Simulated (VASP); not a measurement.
# Sc (P6_3/mmc) in VASP: further runs

Sc is run at these levels: PBE; tasks: single point.

Everything below comes from runs of VASP 6.6.1. Logs are shortened: lines on timing, memory, paths and dates and some standing lists are left out, and cuts for length are marked.

## (1) The cell of the first run

The structure is hexagonal, space group P6_3/mmc (No. 194). Conventional cell: a = 3.358 Å, b = 3.358 Å, c = 5.268 Å, α = 90.00°, β = 90.00°, γ = 120.00°. Within 4.3 Å of Sc (site symmetry -6m2) lie 12 Sc at 3.27 to 3.36 Å.

## (2) Single point, PBE (strain +0.015 along x and y, +0.000 along z)

INCAR

```
PREC = Accurate ; ENCUT = 520
EDIFF = 1E-7 ; ISMEAR = 0
SIGMA = 0.15 ; LREAL = False
LASPH = True ; NELM = 100
ALGO = Fast ; ISIF = 2
LWAVE = False ; LCHARG = False
GGA = PE ; NBANDS = 18
```

KPOINTS

```
Automatic mesh
0
Gamma
  18 18 10
```

POSCAR

```
Sc
1.0
    3.3584298657      0.0000000000      0.0000000000
   -1.6792149328      2.9084855806      0.0000000000
    0.0000000000      0.0000000000      5.2680000000
Sc
2
Direct
    0.3333333333      0.6666666667      0.2500000000
    0.6666666667      0.3333333333      0.7500000000
```

Potentials or basis: VASP PAW PBE potentials, release 64 (Sc_sv).

The run is started by

```bash
$ cat potpaw_PBE.64/Sc_sv/POTCAR > POTCAR
$ mpirun -np 1 vasp_std > vasp.out
```

OUTCAR:

```text
PREC = Accurate
   ENCUT = 520
   EDIFF = 1E-7
   ISMEAR = 0
   LREAL = False
   LASPH = True
   NELM = 100
   ISIF = 2
   GGA = PE

 ion  position               nearest neighbor table
   1  0.333  0.667  0.250-   2 3.27   2 3.27   2 3.27   2 3.27   2 3.27   2 3.27
   2  0.667  0.333  0.750-   1 3.27   1 3.27   1 3.27   1 3.27   1 3.27   1 3.27

  LATTYP: Found a hexagonal cell.
 ALAT       =     3.3584298657
 C/A-ratio  =     1.5685901480

  Lattice vectors:

 A1 = (   3.3584298657,   0.0000000000,   0.0000000000)
 A2 = (  -1.6792149328,   2.9084855806,   0.0000000000)
 A3 = (   0.0000000000,   0.0000000000,   5.2680000000)

Analysis of symmetry for initial positions (statically):
=====================================================================
 Subroutine PRICEL returns:
 Original cell was already a primitive cell.

 Routine SETGRP: Setting up the symmetry group for a
 hexagonal supercell.

 Subroutine GETGRP returns: Found 24 space group operations
 (whereof 12 operations were pure point group operations)
 out of a pool of 24 trial point group operations.

The static configuration has the point symmetry D_3d.
 The point group associated with its full space group is D_6h.

Analysis of symmetry for dynamics (positions and initial velocities):
=====================================================================
 Subroutine PRICEL returns:
 Original cell was already a primitive cell.

 Routine SETGRP: Setting up the symmetry group for a
 hexagonal supercell.

 Subroutine GETGRP returns: Found 24 space group operations
 (whereof 12 operations were pure point group operations)
 out of a pool of 24 trial point group operations.

The dynamic configuration has the point symmetry D_3d.
 The point group associated with its full space group is D_6h.

 Subroutine INISYM returns: Found 24 space group operations
 (whereof 12 operations are pure point group operations),
 and found     1 'primitive' translations

----------------------------------------------------------------------------------------

                                     Primitive cell

  volume of cell :      51.4575

  direct lattice vectors                    reciprocal lattice vectors
     3.358429866  0.000000000  0.000000000     0.297758191  0.171910771  0.000000000
    -1.679214933  2.908485581  0.000000000     0.000000000  0.343821543  0.000000000
     0.000000000  0.000000000  5.268000000     0.000000000  0.000000000  0.189825361

  length of vectors
     3.358429866  3.358429866  5.268000000     0.343821543  0.343821543  0.189825361

  position of ions in fractional coordinates (direct lattice)
     0.333333333  0.666666667  0.250000000
     0.666666667  0.333333333  0.750000000

  ion indices of the primitive-cell ions
   primitive index   ion index
                 1           1
                 2           2

----------------------------------------------------------------------------------------

 KPOINTS: Automatic mesh

Automatic generation of k-mesh.
 Grid dimensions read from file:
 generate k-points for:   18   18   10

 Generating k-lattice:

  Cartesian coordinates                     Fractional coordinates (reciprocal lattice)
     0.016542122  0.009550598  0.000000000     0.055555556  0.000000000  0.000000000
     0.000000000  0.019101197  0.000000000     0.000000000  0.055555556  0.000000000
     0.000000000  0.000000000  0.018982536     0.000000000  0.000000000  0.100000000

  Length of vectors
     0.019101197  0.019101197  0.018982536

  Shift w.r.t. Gamma in fractional coordinates (k-lattice)
     0.000000000  0.000000000  0.000000000

 Subroutine IBZKPT returns following result:
 ===========================================

 Found    222 irreducible k-points:

 Following reciprocal coordinates:
            Coordinates               Weight
  0.000000  0.000000  0.000000      1.000000
  0.055556 -0.000000  0.000000      6.000000
  0.111111 -0.000000  0.000000      6.000000
  0.166667 -0.000000  0.000000      6.000000
  0.222222 -0.000000  0.000000      6.000000
  0.277778  0.000000  0.000000      6.000000
[... 16 lines left out ...]
  0.333333  0.111111  0.000000     12.000000
  0.388889  0.111111  0.000000     12.000000
 [... further k-points ...]
   k-points           NKPTS =    222   k-points in BZ     NKDIM =    222   number of bands    NBANDS=     18
   number of dos      NEDOS =    301   number of ions     NIONS =      2
   total plane-waves  NPLWV =  31360
   dimension x,y,z NGX =    28 NGY =   28 NGZ =   40
   dimension x,y,z NGXF=    56 NGYF=   56 NGZF=   80
   ions per type =               2
   NGX,Y,Z   is equivalent  to a cutoff of  13.86, 13.86, 12.62 a.u.
   NGXF,Y,Z  is equivalent  to a cutoff of  27.72, 27.72, 25.25 a.u.
 SYSTEM =  unknown system
   PREC   = accura    normal or accurate (medium, high low for compatibility)
   ISTART =      0    job   : 0-new  1-cont  2-samecut
   ICHARG =      2    charge: 1-file 2-atom 10-const
   ISPIN  =      1    spin polarized calculation?
   LNONCOLLINEAR =      F non collinear calculations
   LSORBIT =      F    spin-orbit coupling
   LASPH  =      T    aspherical Exc in radial PAW
   ENCUT  =  520.0 eV  38.22 Ry    6.18 a.u.   6.24  6.24  9.79*2*pi/ulx,y,z
   NELM   =    100;   NELMIN=  2; NELMDL= -5     # of ELM steps
   EDIFF  = 0.1E-06   stopping-criterion for ELM
   LREAL  =      F    real-space projection
   EDIFFG = 0.1E-05   stopping-criterion for IOM
   NSW    =      0    number of steps for IOM
   IBRION =     -1    ionic relax: 0-MD 1-quasi-New 2-CG
   NFREE  =      0    steps in history (QN), initial steepest desc. (CG)
   ISIF   =      2    stress and relaxation
   ISYM   =      2    0-nonsym 1-usesym 2-fastsym
   POTIM  = 0.5000    time-step for ionic-motion
   TEBEG  =    0.0;   TEEND  =   0.0 temperature during run
   PSTRESS=    0.0 pullay stress
   NELECT =      22.0000    total number of electrons
   NUPDOWN=      -1.0000    fix difference up-down
   EMIN   =  10.00;   EMAX   =-10.00  energy-range for DOS
   EFERMI =   0.00;   METHOD = LEGACY
   ISMEAR =     0;   SIGMA  =   0.15  broadening in eV -4-tet -1-fermi 0-gaus
   EFERMI_NEDOS =   21; number of points for ismear=-14 and -15
   IALGO  =     68    algorithm
   IMIX   =      4    mixing-type and parameters
     AMIX     =   0.40;   BMIX     =  1.00
     AMIX_MAG =   1.60;   BMIX_MAG =  1.00
  volume/ion in A,a.u.               =      25.73       173.63
  Fermi-wavevector in a.u.,A,eV,Ry     =   1.233292  2.330585 20.694601  1.521010
  Thomas-Fermi vector in A             =   2.368029
   LORBIT       =      0    0 simple, 1 ext, 2 COOP (PROOUT), +10 PAW based schemes
   GGA     = PE    functional components
   LHFCALC =     F    Hartree Fock is set to
   AEXX    =    0.0000 exact exchange contribution
   IVDW    =     0    specifies the selected vdW correction
   LEPSILON=     F    determine dielectric tensor
   LRPA    =     F    only Hartree local field effects (RPA)
 non-spin polarized calculation
 RMM-DIIS sequential band-by-band and
 Gauss-broadening in eV      SIGMA  =   0.15
  energy-cutoff  :      520.00
  volume of cell :       51.46
 maximum number of plane-waves:      1412
 NGX is ok and might be reduce to    28
   NGX = 13   NGY = 13   NGZ = 19

 number of electron      22.0000002 magnetization

 Free energy of the ion-electron system (eV)
  ---------------------------------------------------
  ext. energy  EPLUGINS =         0.00000000
  ---------------------------------------------------
  free energy    TOTEN  =       -12.50764096 eV

  energy without entropy =      -12.45843742  energy(sigma->0) =      -12.48303919

 E-fermi :   3.4320     XC(G=0):  -9.7068

 val. band max:        3.4266416775   @ k =   0.2778   0.2222   0.4000
 cond. band min:       3.4338441298   @ k =   0.1111   0.1111   0.1000
 fundamental gap:      0.0072024522
 Fermi energy:         3.4319884406

 k-point     1 :       0.0000    0.0000    0.0000
  band No.  band energies     occupation
      1     -46.0976      2.00000
      2     -46.0403      2.00000
      3     -24.8885      2.00000
      4     -24.5961      2.00000
      5     -24.5961      2.00000
      6     -24.5401      2.00000
[... 10 lines left out ...]
     17       5.6707      0.00000
     18       5.6758      0.00000

 k-point     2 :       0.0556   -0.0000    0.0000
  band No.  band energies     occupation
      1     -46.0964      2.00000
      2     -46.0398      2.00000
      3     -24.8850      2.00000
      4     -24.6028      2.00000
      5     -24.5984      2.00000
      6     -24.5472      2.00000
[... 10 lines left out ...]
     17       5.6159      0.00000
     18       5.6307      0.00000

 k-point     3 :       0.1111   -0.0000    0.0000
  band No.  band energies     occupation
      1     -46.0929      2.00000
      2     -46.0386      2.00000
      3     -24.8748      2.00000
      4     -24.6223      2.00000
      5     -24.6050      2.00000
      6     -24.5675      2.00000
[... 10 lines left out ...]
     17       5.5242      0.00000
     18       5.5514      0.00000

 k-point     4 :       0.1667   -0.0000    0.0000
  band No.  band energies     occupation
      1     -46.0874      2.00000
      2     -46.0369      2.00000
      3     -24.8586      2.00000
      4     -24.6523      2.00000
      5     -24.6150      2.00000
      6     -24.5982      2.00000
[... 10 lines left out ...]
     17       5.6328      0.00000
     18       5.7452      0.00000

 k-point     5 :       0.2222   -0.0000    0.0000
  band No.  band energies     occupation
      1     -46.0805      2.00000
      2     -46.0349      2.00000
      3     -24.8373      2.00000
      4     -24.6895      2.00000
      5     -24.6352      2.00000
      6     -24.6268      2.00000
[... 10 lines left out ...]
     17       5.8548      0.00000
     18       5.9966      0.00000

 k-point     6 :       0.2778    0.0000    0.0000
  band No.  band energies     occupation
      1     -46.0727      2.00000
      2     -46.0332      2.00000
      3     -24.8125      2.00000
      4     -24.7293      2.00000
      5     -24.6737      2.00000
      6     -24.6392      2.00000
[... 10 lines left out ...]
     17       6.1216      0.00000
     18       6.2857      0.00000

 k-point     7 :       0.3333    0.0000    0.0000
  band No.  band energies     occupation
      1     -46.0649      2.00000
      2     -46.0320      2.00000
      3     -24.7860      2.00000
      4     -24.7670      2.00000
      5     -24.7091      2.00000
      6     -24.6505      2.00000
[... 10 lines left out ...]
     17       6.4433      0.00000
     18       6.6088      0.00000

 k-point     8 :       0.3889    0.0000    0.0000
  band No.  band energies     occupation
      1     -46.0580      2.00000
      2     -46.0317      2.00000
      3     -24.7979      2.00000
      4     -24.7605      2.00000
      5     -24.7374      2.00000
      6     -24.6597      2.00000
[... 10 lines left out ...]
     17       6.8507      0.00000
     18       6.8970      0.00000
[... 229 lines left out ...]
     17       5.6305      0.00000
     18       5.9273      0.00000

 k-point    20 :       0.1667    0.1111    0.0000
  band No.  band energies     occupation
      1     -46.0777      2.00000
      2     -46.0342      2.00000
      3     -24.8285      2.00000
      4     -24.6917      2.00000
      5     -24.6690      2.00000
      6     -24.6158      2.00000
[... 10 lines left out ...]
     17       5.8399      0.00000
     18       6.2092      0.00000

 k-point    21 :       0.2222    0.1111    0.0000
  band No.  band energies     occupation
      1     -46.0703      2.00000
      2     -46.0327      2.00000
      3     -24.8043      2.00000
      4     -24.7276      2.00000
      5     -24.6959      2.00000
      6     -24.6351      2.00000
[... 10 lines left out ...]
     17       6.1859      0.00000
     18       6.5258      0.00000

 k-point    22 :       0.2778    0.1111    0.0000
  band No.  band energies     occupation
      1     -46.0628      2.00000
      2     -46.0318      2.00000
      3     -24.7783      2.00000
      4     -24.7628      2.00000
      5     -24.7194      2.00000
      6     -24.6536      2.00000
[... 10 lines left out ...]
     17       6.5342      0.00000
     18       6.8617      0.00000

 k-point    23 :       0.3333    0.1111    0.0000
  band No.  band energies     occupation
      1     -46.0561      2.00000
      2     -46.0317      2.00000
      3     -24.7918      2.00000
      4     -24.7530      2.00000
      5     -24.7382      2.00000
      6     -24.6686      2.00000
[... 10 lines left out ...]
     17       6.8319      0.00000
     18       7.1837      0.00000

 k-point    24 :       0.3889    0.1111    0.0000
  band No.  band energies     occupation
      1     -46.0511      2.00000
      2     -46.0322      2.00000
      3     -24.8107      2.00000
      4     -24.7505      2.00000
      5     -24.7326      2.00000
      6     -24.6782      2.00000
[... 10 lines left out ...]
     17       7.0220      0.00000
     18       7.2524      0.00000

 [... further k-points ...]

------------------------ aborting loop because EDIFF is reached ----------------------------------------

  FORCE on cell =-STRESS in cart. coord.  units (eV):
  Direction    XX          YY          ZZ          XY          YZ          ZX
  --------------------------------------------------------------------------------------
  -------------------------------------------------------------------------------------
  Total       -0.6331425     -0.6331425     -0.7563704     -0.0000000     -0.0000000      0.0000000
  in kB      -19.7134697    -19.7134697    -23.5502841     -0.0000000     -0.0000000      0.0000000
  external PRESSURE =     -20.9924078 kB  Pullay stress =       0.0000000 kB

 VOLUME and BASIS-vectors are now :
 -----------------------------------------------------------------------------
  energy-cutoff  :      520.00
  volume of cell :       51.46
      direct lattice vectors                 reciprocal lattice vectors
     3.358429866  0.000000000  0.000000000     0.297758191  0.171910771  0.000000000
    -1.679214933  2.908485581  0.000000000     0.000000000  0.343821543  0.000000000
     0.000000000  0.000000000  5.268000000     0.000000000  0.000000000  0.189825361

 POSITION                                       TOTAL-FORCE (eV/Angst)
 -----------------------------------------------------------------------------------
     -0.00000      1.93899      1.31700         0.000000      0.000000      0.000000
      1.67921      0.96950      3.95100        -0.000000      0.000000      0.000000
 -----------------------------------------------------------------------------------
    total drift:                                0.000000     -0.000000      0.000000

  FREE ENERGIE OF THE ION-ELECTRON SYSTEM (eV)
  ---------------------------------------------------
  free  energy   TOTEN  =       -12.5076409589 eV

  energy  without entropy=      -12.4584374154  energy(sigma->0) =      -12.48303919
```

Run time: 2.2 min. Hardware: 1 thread of Intel Xeon 6975P-C (Granite Rapids), shared host; peak memory 0.29 GiB.

What came out:

- Free energy: -12.5076 eV
- Pressure: -2.1 GPa
- Band gap on the k mesh: zero (bands 11 and 12 overlap by 1.38 eV)

Stress tensor (GPa, compression positive):
```
-1.97  0.00  0.00
 0.00 -1.97  0.00
 0.00  0.00 -2.36
```

Levels at points of the mesh, in eV from the Fermi level:
```tsv
k point	band 7	band 8	band 9	band 10	band 11	band 12	band 13	band 14	band 15	band 16
(0.00, 0.00, 0.00)	-27.97	-27.95	-5.05	-1.59	0.48	1.54	1.54	1.74	1.96	1.96
(0.50, 0.00, 0.00)	-28.04	-28.01	-1.59	-1.01	-0.62	-0.34	1.21	1.32	1.76	3.58
(0.00, 0.00, 0.50)	-28.00	-28.00	-3.56	-3.56	0.92	0.92	1.47	1.47	1.47	1.47
(0.50, 0.00, 0.50)	-28.04	-28.04	-1.41	-1.41	0.05	0.05	1.20	1.20	2.28	2.28
```

Caveat: the cell differs from its parent crystal (strain +0.015 along x and y, +0.000 along z).

[end of part 1 of 2]
